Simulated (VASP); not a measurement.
# WS2 (P6_3/mmc) in VASP: further runs

Runs on WS2. Level: PBEsol+D3(BJ). Tasks: single point.

All numbers are computed with VASP 6.6.1; they aren't measurements. Logs are shortened: lines on timing, memory, paths and dates and some standing lists are left out, and cuts for length are marked.

### 1 The cell of the first run

The structure is hexagonal, space group P6_3/mmc (No. 194). The conventional cell has a = 2.854 Å, b = 2.854 Å, c = 14.022 Å, α = 90.00°, β = 90.00°, γ = 120.00°. W (site symmetry -6m2) has 6 S at 2.49 Å and 6 W at 2.85 Å within 3.3 Å. Within 3.3 Å of S (site symmetry 3m) lie 3 W at 2.49 Å and 6 S at 2.85 Å.

### 2 Single point, PBEsol+D3(BJ)

File INCAR:

```
PREC = Accurate
ENCUT = 520
EDIFF = 1E-6
ISMEAR = 0
SIGMA = 0.05
LREAL = F
LASPH = T
NELM = 100
ALGO = Normal
ISIF = 2
LWAVE = F
LCHARG = F
GGA = PS
IVDW = 12
NBANDS = 35
```

File KPOINTS:

```
Automatic mesh
0
Gamma
  12 12 4
```

File POSCAR:

```
WS2
1.0
    2.8539011436      0.0000000000      0.0000000000
   -1.4269505718      2.4715508902      0.0000000000
    0.0000000000      0.0000000000     14.0223753600
W S
2 4
Direct
    0.3333333333      0.6666666667      0.2500000000
    0.6666666667      0.3333333333      0.7500000000
    0.3333333333      0.6666666667      0.6164531912
    0.6666666667      0.3333333333      0.1164531912
    0.3333333333      0.6666666667      0.8835468088
    0.6666666667      0.3333333333      0.3835468088
```

Potentials or basis: VASP PAW PBE potentials, release 64 (W_sv, S).

Command:

```console
cat potpaw_PBE.64/W_sv/POTCAR potpaw_PBE.64/S/POTCAR > POTCAR
mpirun -np 1 vasp_std > vasp.out
```

OUTCAR:

```text
PREC = Accurate
   ENCUT = 520
   EDIFF = 1E-6
   ISMEAR = 0
   LREAL = F
   LASPH = T
   NELM = 100
   ISIF = 2
   GGA = PS
   IVDW = 12
 IVDW          = 12

 ion  position               nearest neighbor table
   1  0.333  0.667  0.250-   4 2.49   6 2.49   4 2.49   6 2.49   4 2.49   6 2.49
   2  0.667  0.333  0.750-   3 2.49   5 2.49   3 2.49   5 2.49   3 2.49   5 2.49
   3  0.333  0.667  0.616-   2 2.49   2 2.49   2 2.49
   4  0.667  0.333  0.116-   1 2.49   1 2.49   1 2.49
   5  0.333  0.667  0.884-   2 2.49   2 2.49   2 2.49
   6  0.667  0.333  0.384-   1 2.49   1 2.49   1 2.49

  LATTYP: Found a hexagonal cell.
 ALAT       =     2.8539011436
 C/A-ratio  =     4.9134061253

  Lattice vectors:

 A1 = (   2.8539011436,   0.0000000000,   0.0000000000)
 A2 = (  -1.4269505718,   2.4715508902,   0.0000000000)
 A3 = (   0.0000000000,   0.0000000000,  14.0223753600)

Analysis of symmetry for initial positions (statically):
=====================================================================
 Subroutine PRICEL returns:
 Original cell was already a primitive cell.

 Routine SETGRP: Setting up the symmetry group for a
 hexagonal supercell.

 Subroutine GETGRP returns: Found 24 space group operations
 (whereof 12 operations were pure point group operations)
 out of a pool of 24 trial point group operations.

The static configuration has the point symmetry D_3d.
 The point group associated with its full space group is D_6h.

Analysis of symmetry for dynamics (positions and initial velocities):
=====================================================================
 Subroutine PRICEL returns:
 Original cell was already a primitive cell.

 Routine SETGRP: Setting up the symmetry group for a
 hexagonal supercell.

 Subroutine GETGRP returns: Found 24 space group operations
 (whereof 12 operations were pure point group operations)
 out of a pool of 24 trial point group operations.

The dynamic configuration has the point symmetry D_3d.
 The point group associated with its full space group is D_6h.

 Subroutine INISYM returns: Found 24 space group operations
 (whereof 12 operations are pure point group operations),
 and found     1 'primitive' translations

----------------------------------------------------------------------------------------

                                     Primitive cell

  volume of cell :      98.9077

  direct lattice vectors                    reciprocal lattice vectors
     2.853901144  0.000000000  0.000000000     0.350397561  0.202302126  0.000000000
    -1.426950572  2.471550890  0.000000000     0.000000000  0.404604252  0.000000000
[... 101 lines left out ...]
   POTIM  = 0.5000    time-step for ionic-motion
   TEBEG  =    0.0;   TEEND  =   0.0 temperature during run
   PSTRESS=    0.0 pullay stress
   NELECT =      52.0000    total number of electrons
   NUPDOWN=      -1.0000    fix difference up-down
   EMIN   =  10.00;   EMAX   =-10.00  energy-range for DOS
   EFERMI =   0.00;   METHOD = LEGACY
   ISMEAR =     0;   SIGMA  =   0.05  broadening in eV -4-tet -1-fermi 0-gaus
   EFERMI_NEDOS =   21; number of points for ismear=-14 and -15
   IALGO  =     38    algorithm
   IMIX   =      4    mixing-type and parameters
     AMIX     =   0.40;   BMIX     =  1.00
     AMIX_MAG =   1.60;   BMIX_MAG =  1.00
  volume/ion in A,a.u.               =      16.48       111.24
  Fermi-wavevector in a.u.,A,eV,Ry     =   1.321293  2.496882 23.753271  1.745816
  Thomas-Fermi vector in A             =   2.451058
   LORBIT       =      0    0 simple, 1 ext, 2 COOP (PROOUT), +10 PAW based schemes
   GGA     = PS    functional components
   LHFCALC =     F    Hartree Fock is set to
   AEXX    =    0.0000 exact exchange contribution
   IVDW    =    12    specifies the selected vdW correction
   LEPSILON=     F    determine dielectric tensor
   LRPA    =     F    only Hartree local field effects (RPA)
 non-spin polarized calculation
 Gauss-broadening in eV      SIGMA  =   0.05
  energy-cutoff  :      520.00
  volume of cell :       98.91
 maximum number of plane-waves:      2696
 NGX is ok and might be reduce to    24

 number of electron      52.0000009 magnetization

 Free energy of the ion-electron system (eV)
  ---------------------------------------------------
  ext. energy  EPLUGINS =         0.00000000
  ---------------------------------------------------
  free energy    TOTEN  =       -47.17320703 eV

  energy without entropy =      -47.17266700  energy(sigma->0) =      -47.17293701

 E-fermi :   8.1256     XC(G=0): -11.5433

 val. band max:        8.0702498206   @ k =   0.1667   0.1667   0.2500
 cond. band min:       8.2732498912   @ k =   0.2500   0.1667   0.0000
 fundamental gap:      0.2030000705
 Fermi energy:         8.1255706936

 k-point     1 :       0.0000    0.0000    0.0000
  band No.  band energies     occupation
      1     -66.0512      2.00000
      2     -66.0511      2.00000
      3     -30.4854      2.00000
      4     -30.4854      2.00000
      5     -29.7992      2.00000
      6     -29.7992      2.00000
[... 901 lines left out ...]
     34      12.1757      0.00000
     35      13.6206      0.00000

 [... further k-points ...]

------------------------ aborting loop because EDIFF is reached ----------------------------------------

 Edisp (eV)   -2.47370

 E8    (eV) :    -1.6003

  FORCE on cell =-STRESS in cart. coord.  units (eV):
  Direction    XX          YY          ZZ          XY          YZ          ZX
  --------------------------------------------------------------------------------------
  -------------------------------------------------------------------------------------
  Total      12.59321    12.59321   -25.12083     0.00000    -0.00000     0.00000
  in kB     203.99385   203.99385  -406.92505     0.00000    -0.00000     0.00000
  external pressure =        0.35 kB  Pullay stress =        0.00 kB

 VOLUME and BASIS-vectors are now :
 -----------------------------------------------------------------------------
  energy-cutoff  :      520.00
  volume of cell :       98.91
      direct lattice vectors                 reciprocal lattice vectors
     2.853901144  0.000000000  0.000000000     0.350397561  0.202302126  0.000000000
    -1.426950572  2.471550890  0.000000000     0.000000000  0.404604252  0.000000000
     0.000000000  0.000000000 14.022375360     0.000000000  0.000000000  0.071314594

 POSITION                                       TOTAL-FORCE (eV/Angst)
 -----------------------------------------------------------------------------------
     -0.00000      1.64770      3.50559        -0.000000      0.000000      0.000000
      1.42695      0.82385     10.51678         0.000000     -0.000000      0.000000
     -0.00000      1.64770      8.64414         0.000000      0.000000      2.929468
      1.42695      0.82385      1.63295        -0.000000     -0.000000      2.929468
     -0.00000      1.64770     12.38943        -0.000000      0.000000     -2.929468
      1.42695      0.82385      5.37824        -0.000000     -0.000000     -2.929468
 -----------------------------------------------------------------------------------
    total drift:                               -0.000000      0.000000     -0.000000

  FREE ENERGIE OF THE ION-ELECTRON SYSTEM (eV)
  ---------------------------------------------------
  free  energy   TOTEN  =       -49.6469049410 eV

  energy  without entropy=      -49.6463649051  energy(sigma->0) =      -49.64663492
```

It took 2.9 min on 1 thread of Intel Xeon Platinum 8259CL at 2.50GHz (Skylake/Cascade Lake), shared host; peak memory 0.34 GiB.

Results:

- Free energy: -49.6469 eV
- Pressure: 0.0 GPa
- Largest force: 2.929 eV/Å
- Band gap on the k mesh: zero (bands 26 and 27 overlap by 0.36 eV)
- Dispersion energy per atom: -0.412 eV

Forces on the atoms (eV/Å):
```
W    0.000  0.000  0.000
W    0.000  0.000  0.000
S    0.000  0.000  2.929
S    0.000  0.000  2.929
S    0.000  0.000 -2.929
S    0.000  0.000 -2.929
```

Caveat: the PAW data sets were made with another functional, which shifts forces and pressure a little; spin-orbit coupling is left out, which moves the levels of the heavy elements.

### 3 Single point, PBEsol+D3(BJ)

This run uses another cell than the first one, of the same volume but with other edges.

File INCAR:

```
ALGO = Normal
EDIFF = 1E-7
ENCUT = 520
GGA = PS
ISIF = 2
ISMEAR = 0
IVDW = 12
LASPH = True
LCHARG = True
LELF = True
LREAL = False
LVHAR = True
LWAVE = False
NBANDS = 35
NELM = 100
PREC = Accurate
SIGMA = 0.05
```

File KPOINTS:

```
k-points
0
Gamma
  12 12 4
```

POSCAR: that of step 2 with these lines changed.

```diff
@@ -2,5 +2,5 @@
 1.0
-    2.8539011436      0.0000000000      0.0000000000
-   -1.4269505718      2.4715508902      0.0000000000
-    0.0000000000      0.0000000000     14.0223753600
+    2.9310707008      0.0000000000      0.0000000000
+   -1.4655353504      2.5383816872      0.0000000000
+    0.0000000000      0.0000000000     13.2937299093
 W S
```

Potentials or basis: VASP PAW PBE potentials, release 64 (W_sv, S).

Command:

```console
cat potpaw_PBE.64/W_sv/POTCAR potpaw_PBE.64/S/POTCAR > POTCAR
mpirun -np 1 vasp_std > vasp.out
```

Run time: 3.4 min. Hardware: 1 thread of Intel Xeon Platinum 8259CL at 2.50GHz (Skylake/Cascade Lake), shared host; peak memory 0.33 GiB.

Results (log left out):

- Free energy: -51.3759 eV
- Pressure: -1.0 GPa
- Largest force: 2.185 eV/Å
- Band gap on the k mesh: 0.62 eV (least direct gap 1.11 eV)
- Dispersion energy per atom: -0.414 eV

Forces on the atoms (eV/Å):
```
W    0.000  0.000  0.000
W    0.000  0.000  0.000
S    0.000  0.000  2.185
S    0.000  0.000  2.185
S    0.000  0.000 -2.185
S    0.000  0.000 -2.185
```

Stress tensor (GPa, compression positive):
```
 13.33   0.00   0.00
  0.00  13.33   0.00
  0.00   0.00 -29.54
```

Levels at points of the mesh, in eV from the valence-band top:
```csv
k point,band 23,band 24,band 25,band 26,band 27,band 28,band 29,band 30
"(0.00, 0.00, 0.00)",-0.14,-0.14,-0.11,-0.11,3.19,3.19,3.31,3.31
"(0.50, 0.00, 0.00)",-1.38,-1.28,-0.32,-0.12,2.64,3.17,3.24,4.19
"(0.00, 0.00, 0.50)",-0.12,-0.12,-0.12,-0.12,3.24,3.24,3.24,3.24
"(0.50, 0.00, 0.50)",-1.32,-1.32,-0.22,-0.22,2.92,2.92,3.61,3.61
```

Caveat: the PAW data sets were made with another functional, which shifts forces and pressure a little; spin-orbit coupling is left out, which moves the levels of the heavy elements. A k mesh can miss the band edges.

[end of part 1 of 2]
